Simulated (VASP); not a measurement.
# Si4S (P6/mmm) in VASP: a series of runs

Runs on Si4S. Level: PBE. Tasks: single point, relaxation of cell and atoms.

All numbers are computed with VASP 6.6.1; they aren't measurements. Logs are shortened: lines on timing, memory, paths and dates and some standing lists are left out, and cuts for length are marked.

## (1) The cell of the first run

It takes space group P6/mmm (No. 191, hexagonal). Conventional cell: a = 4.114 Å, b = 4.114 Å, c = 6.143 Å, α = 90.00°, β = 90.00°, γ = 120.00°. Within 3.1 Å of Si (site symmetry 3m) lie 4 Si at 2.38 to 2.71 Å and 3 S at 2.93 Å. Within 3.9 Å of S (site symmetry 6/mmm) lie 12 Si at 2.93 Å.

## (2) Single point, PBE

The input, INCAR:

```
SYSTEM = Si4S
  ALGO = Normal
  EDIFF = 1E-6
  ENCUT = 520
  GGA = PE
  ISIF = 2
  ISMEAR = 0
  LASPH = .TRUE.
  LCHARG = .TRUE.
  LELF = .TRUE.
  LREAL = .FALSE.
  LVHAR = .TRUE.
  LWAVE = .FALSE.
  NBANDS = 19
  NELM = 100
  PREC = Accurate
  SIGMA = 0.1
```

The input, KPOINTS:

```
k-points
0
G
  6 6 4
  0 0 0
```

The input, POSCAR:

```
Si4S
1.0
    4.1141465853     -0.0000000030      0.0000000000
   -2.0570732901      3.5629554593      0.0000000000
    0.0000000000      0.0000000000      6.1425179424
Si S
4 1
Direct
    0.3333333333      0.6666666667      0.7208884382
    0.6666666667      0.3333333333      0.7208884382
    0.6666666667      0.3333333333      0.2791115618
    0.3333333333      0.6666666667      0.2791115618
    0.0000000000      0.0000000000      0.0000000000
```

Potentials or basis: VASP PAW PBE potentials, release 64 (Si, S).

Command:

```console
> cat potpaw_PBE.64/Si/POTCAR potpaw_PBE.64/S/POTCAR > POTCAR
> mpirun -np 1 vasp_std > vasp.out
```

OUTCAR:

```text
SYSTEM = Si4S
   EDIFF = 1E-6
   ENCUT = 520
   GGA = PE
   ISIF = 2
   ISMEAR = 0
   LASPH = .TRUE.
   LREAL = .FALSE.
   NELM = 100
   PREC = Accurate

 ion  position               nearest neighbor table
   1  0.333  0.667  0.721-   2 2.38   2 2.38   2 2.38   4 2.71   5 2.93   5 2.93   5 2.93
   2  0.667  0.333  0.721-   1 2.38   1 2.38   1 2.38   3 2.71   5 2.93   5 2.93   5 2.93
   3  0.667  0.333  0.279-   4 2.38   4 2.38   4 2.38   2 2.71   5 2.93   5 2.93   5 2.93
   4  0.333  0.667  0.279-   3 2.38   3 2.38   3 2.38   1 2.71   5 2.93   5 2.93   5 2.93
   5  0.000  0.000  0.000-   1 2.93   2 2.93   3 2.93   4 2.93   2 2.93   3 2.93   1 2.93   4 2.93
                             2 2.93   3 2.93   1 2.93   4 2.93

  LATTYP: Found a hexagonal cell.
 ALAT       =     4.1141465853
 C/A-ratio  =     1.4930235992

  Lattice vectors:

 A1 = (   4.1141465853,  -0.0000000030,   0.0000000000)
 A2 = (  -2.0570732901,   3.5629554593,   0.0000000000)
 A3 = (   0.0000000000,   0.0000000000,   6.1425179424)

Analysis of symmetry for initial positions (statically):
=====================================================================
 Subroutine PRICEL returns:
 Original cell was already a primitive cell.

 Routine SETGRP: Setting up the symmetry group for a
 hexagonal supercell.

 Subroutine GETGRP returns: Found 24 space group operations
 (whereof 24 operations were pure point group operations)
 out of a pool of 24 trial point group operations.

The static configuration has the point symmetry D_6h.

Analysis of symmetry for dynamics (positions and initial velocities):
=====================================================================
 Subroutine PRICEL returns:
 Original cell was already a primitive cell.

 Routine SETGRP: Setting up the symmetry group for a
 hexagonal supercell.

 Subroutine GETGRP returns: Found 24 space group operations
 (whereof 24 operations were pure point group operations)
 out of a pool of 24 trial point group operations.

The dynamic configuration has the point symmetry D_6h.

 Subroutine INISYM returns: Found 24 space group operations
 (whereof 24 operations are pure point group operations),
 and found     1 'primitive' translations

----------------------------------------------------------------------------------------

                                     Primitive cell

  volume of cell :      90.0402

  direct lattice vectors                    reciprocal lattice vectors
     4.114146585 -0.000000003  0.000000000     0.243063775  0.140332936  0.000000000
    -2.057073290  3.562955459  0.000000000     0.000000000  0.280665872  0.000000000
     0.000000000  0.000000000  6.142517942     0.000000000  0.000000000  0.162799687

  length of vectors
     4.114146585  4.114146585  6.142517942     0.280665872  0.280665872  0.162799687

  position of ions in fractional coordinates (direct lattice)
     0.333333333  0.666666667  0.720888438
     0.666666667  0.333333333  0.720888438
     0.666666667  0.333333333  0.279111562
     0.333333333  0.666666667  0.279111562
     0.000000000  0.000000000  0.000000000

  ion indices of the primitive-cell ions
   primitive index   ion index
                 1           1
                 2           2
                 3           3
                 4           4
                 5           5

----------------------------------------------------------------------------------------

 KPOINTS: k-points

Automatic generation of k-mesh.
 Grid dimensions read from file:
 generate k-points for:    6    6    4

 Generating k-lattice:

  Cartesian coordinates                     Fractional coordinates (reciprocal lattice)
     0.040510629  0.023388823  0.000000000     0.166666667 -0.000000000  0.000000000
     0.000000000  0.046777645  0.000000000     0.000000000  0.166666667  0.000000000
     0.000000000  0.000000000  0.040699922     0.000000000  0.000000000  0.250000000

  Length of vectors
     0.046777645  0.046777645  0.040699922

  Shift w.r.t. Gamma in fractional coordinates (k-lattice)
     0.000000000  0.000000000  0.000000000

 Subroutine IBZKPT returns following result:
 ===========================================

 Found     21 irreducible k-points:

 Following reciprocal coordinates:
            Coordinates               Weight
  0.000000  0.000000  0.000000      1.000000
  0.166667  0.000000  0.000000      6.000000
  0.333333  0.000000  0.000000      6.000000
  0.500000  0.000000  0.000000      3.000000
  0.166667  0.166667  0.000000      6.000000
  0.333333  0.166667  0.000000     12.000000
[... 13 lines left out ...]
  0.333333  0.166667  0.500000     12.000000
  0.333333  0.333333  0.500000      2.000000
   k-points           NKPTS =     21   k-points in BZ     NKDIM =     21   number of bands    NBANDS=     19
   number of dos      NEDOS =    301   number of ions     NIONS =      5
   total plane-waves  NPLWV =  49152
   dimension x,y,z NGX =    32 NGY =   32 NGZ =   48
   dimension x,y,z NGXF=    64 NGYF=   64 NGZF=   96
   ions per type =               4   1
   NGX,Y,Z   is equivalent  to a cutoff of  12.93, 12.93, 12.99 a.u.
   NGXF,Y,Z  is equivalent  to a cutoff of  25.86, 25.86, 25.98 a.u.
 SYSTEM =  Si4S
   PREC   = accura    normal or accurate (medium, high low for compatibility)
   ISTART =      0    job   : 0-new  1-cont  2-samecut
   ICHARG =      2    charge: 1-file 2-atom 10-const
   ISPIN  =      1    spin polarized calculation?
   LNONCOLLINEAR =      F non collinear calculations
   LSORBIT =      F    spin-orbit coupling
   LASPH  =      T    aspherical Exc in radial PAW
   ENCUT  =  520.0 eV  38.22 Ry    6.18 a.u.   7.65  7.65 11.42*2*pi/ulx,y,z
   NELM   =    100;   NELMIN=  2; NELMDL= -5     # of ELM steps
   EDIFF  = 0.1E-05   stopping-criterion for ELM
   LREAL  =      F    real-space projection
   EDIFFG = 0.1E-04   stopping-criterion for IOM
   NSW    =      0    number of steps for IOM
   IBRION =     -1    ionic relax: 0-MD 1-quasi-New 2-CG
   NFREE  =      0    steps in history (QN), initial steepest desc. (CG)
   ISIF   =      2    stress and relaxation
   ISYM   =      2    0-nonsym 1-usesym 2-fastsym
   POTIM  = 0.5000    time-step for ionic-motion
   TEBEG  =    0.0;   TEEND  =   0.0 temperature during run
   PSTRESS=    0.0 pullay stress
   NELECT =      22.0000    total number of electrons
   NUPDOWN=      -1.0000    fix difference up-down
   EMIN   =  10.00;   EMAX   =-10.00  energy-range for DOS
   EFERMI =   0.00;   METHOD = LEGACY
   ISMEAR =     0;   SIGMA  =   0.10  broadening in eV -4-tet -1-fermi 0-gaus
   EFERMI_NEDOS =   21; number of points for ismear=-14 and -15
   IALGO  =     38    algorithm
   IMIX   =      4    mixing-type and parameters
     AMIX     =   0.40;   BMIX     =  1.00
     AMIX_MAG =   1.60;   BMIX_MAG =  1.00
  volume/ion in A,a.u.               =      18.01       121.52
  Fermi-wavevector in a.u.,A,eV,Ry     =   1.023458  1.934056 14.251655  1.047467
  Thomas-Fermi vector in A             =   2.157193
   LORBIT       =      0    0 simple, 1 ext, 2 COOP (PROOUT), +10 PAW based schemes
   GGA     = PE    functional components
   LHFCALC =     F    Hartree Fock is set to
   AEXX    =    0.0000 exact exchange contribution
   IVDW    =     0    specifies the selected vdW correction
   LEPSILON=     F    determine dielectric tensor
   LRPA    =     F    only Hartree local field effects (RPA)
 non-spin polarized calculation
 Gauss-broadening in eV      SIGMA  =   0.10
  energy-cutoff  :      520.00
  volume of cell :       90.04
 maximum number of plane-waves:      2458
 NGX is ok and might be reduce to    32
   NGX = 15   NGY = 15   NGZ = 23

 number of electron      21.9999998 magnetization

 Free energy of the ion-electron system (eV)
  ---------------------------------------------------
  ext. energy  EPLUGINS =         0.00000000
  ---------------------------------------------------
  free energy    TOTEN  =       -23.10444433 eV

  energy without entropy =      -23.08643565  energy(sigma->0) =      -23.09543999

 E-fermi :   7.0229     XC(G=0): -10.1144

 val. band max:        6.9996698359   @ k =   0.1667   0.0000   0.2500
 cond. band min:       7.0394950332   @ k =   0.1667   0.1667   0.0000
 fundamental gap:      0.0398251973
 Fermi energy:         7.0228631967

 k-point     1 :       0.0000    0.0000    0.0000
  band No.  band energies     occupation
      1      -7.2495      2.00000
      2      -3.2941      2.00000
      3      -3.0817      2.00000
      4       3.5048      2.00000
      5       3.9174      2.00000
      6       3.9174      2.00000
[... 11 lines left out ...]
     18      10.1727      0.00000
     19      10.3525      0.00000

 k-point     2 :       0.1667    0.0000    0.0000
  band No.  band energies     occupation
      1      -7.0271      2.00000
      2      -3.2349      2.00000
      3      -2.7846      2.00000
      4       1.6114      2.00000
      5       2.7370      2.00000
      6       2.9489      2.00000
[... 11 lines left out ...]
     18      10.5026      0.00000
     19      11.8115      0.00000

 k-point     3 :       0.3333    0.0000    0.0000
  band No.  band energies     occupation
      1      -6.4588      2.00000
      2      -3.2458      2.00000
      3      -1.9117      2.00000
      4      -0.1817      2.00000
      5       1.7117      2.00000
      6       1.9030      2.00000
[... 11 lines left out ...]
     18      12.7805      0.00000
     19      13.6171      0.00000

 k-point     4 :       0.5000    0.0000    0.0000
  band No.  band energies     occupation
      1      -6.0528      2.00000
      2      -3.4366      2.00000
      3      -0.8461      2.00000
      4      -0.7585      2.00000
      5       0.1148      2.00000
      6       1.6213      2.00000
[... 341 lines left out ...]
     18      12.0539      0.00000
     19      12.7384      0.00000

 k-point    20 :       0.3333    0.1667    0.5000
  band No.  band energies     occupation
      1      -6.0416      2.00000
      2      -2.8847      2.00000
      3      -2.0705      2.00000
      4      -0.8853      2.00000
      5      -0.0573      2.00000
      6       1.7646      2.00000
[... 11 lines left out ...]
     18      13.3999      0.00000
     19      13.5920      0.00000

 k-point    21 :       0.3333    0.3333    0.5000
  band No.  band energies     occupation
      1      -5.8725      2.00000
      2      -1.8321      2.00000
      3      -1.8321      2.00000
      4      -1.4706      2.00000
      5      -1.4706      2.00000
      6       0.9065      2.00000
[... 11 lines left out ...]
     18      12.3611      0.00000
     19      14.0521      0.00000

------------------------ aborting loop because EDIFF is reached ----------------------------------------

  FORCE on cell =-STRESS in cart. coord.  units (eV):
  Direction    XX          YY          ZZ          XY          YZ          ZX
  --------------------------------------------------------------------------------------
  -------------------------------------------------------------------------------------
  Total        0.0453150      0.0453150     -0.0592901     -0.0000000     -0.0000000      0.0000000
  in kB        0.8063367      0.8063367     -1.0550094     -0.0000000     -0.0000000      0.0000000
  external PRESSURE =       0.1858880 kB  Pullay stress =       0.0000000 kB

 VOLUME and BASIS-vectors are now :
 -----------------------------------------------------------------------------
  energy-cutoff  :      520.00
  volume of cell :       90.04
      direct lattice vectors                 reciprocal lattice vectors
     4.114146585 -0.000000003  0.000000000     0.243063775  0.140332936  0.000000000
    -2.057073290  3.562955459  0.000000000     0.000000000  0.280665872  0.000000000
     0.000000000  0.000000000  6.142517942     0.000000000  0.000000000  0.162799687

 POSITION                                       TOTAL-FORCE (eV/Angst)
 -----------------------------------------------------------------------------------
      0.00000      2.37530      4.42807         0.000000      0.000000     -0.022433
      2.05707      1.18765      4.42807        -0.000000      0.000000     -0.022433
      2.05707      1.18765      1.71445        -0.000000     -0.000000      0.022433
      0.00000      2.37530      1.71445        -0.000000     -0.000000      0.022433
      0.00000      0.00000      0.00000         0.000000      0.000000     -0.000000
 -----------------------------------------------------------------------------------
    total drift:                               -0.000000     -0.000000      0.000000

  FREE ENERGIE OF THE ION-ELECTRON SYSTEM (eV)
  ---------------------------------------------------
  free  energy   TOTEN  =       -23.1044443327 eV

  energy  without entropy=      -23.0864356464  energy(sigma->0) =      -23.09543999
```

It took 27 s on 1 thread of Intel Xeon Platinum 8259CL at 2.50GHz (Skylake/Cascade Lake), shared host; peak memory 0.2 GiB.

What came out:

```
Free energy            : -23.1044 eV
Pressure               : 0.0 GPa
Largest force          : 0.022 eV/Å
Band gap on the k mesh : zero (band 11 reaches 8.04 eV, above the bottom of band 12 at 5.95 eV)
```

Forces in eV/Å, atoms in the order of the input:
```
Si   0.000  0.000 -0.022
Si   0.000  0.000 -0.022
Si   0.000  0.000  0.022
Si   0.000  0.000  0.022
S    0.000  0.000  0.000
```

Stress tensor (GPa, compression positive):
```
 0.08  0.00  0.00
 0.00  0.08  0.00
 0.00  0.00 -0.11
```

Levels at points of the mesh, in eV from the Fermi level:
| k point | band 9 | band 10 | band 11 | band 12 | band 13 | band 14 |
| --- | --- | --- | --- | --- | --- | --- |
| (0.00, 0.00, 0.00) | -2.11 | -1.37 | -1.08 | -1.08 | 1.47 | 2.17 |
| (0.50, 0.00, 0.00) | -2.11 | -1.86 | -1.15 | -0.12 | 1.94 | 3.59 |
| (0.00, 0.00, 0.50) | -1.76 | -1.76 | -1.75 | -0.55 | -0.21 | 0.63 |
| (0.50, 0.00, 0.50) | -2.44 | -1.74 | 0.26 | 0.29 | 0.44 | 1.92 |

(Continued in part 2 of 2.)
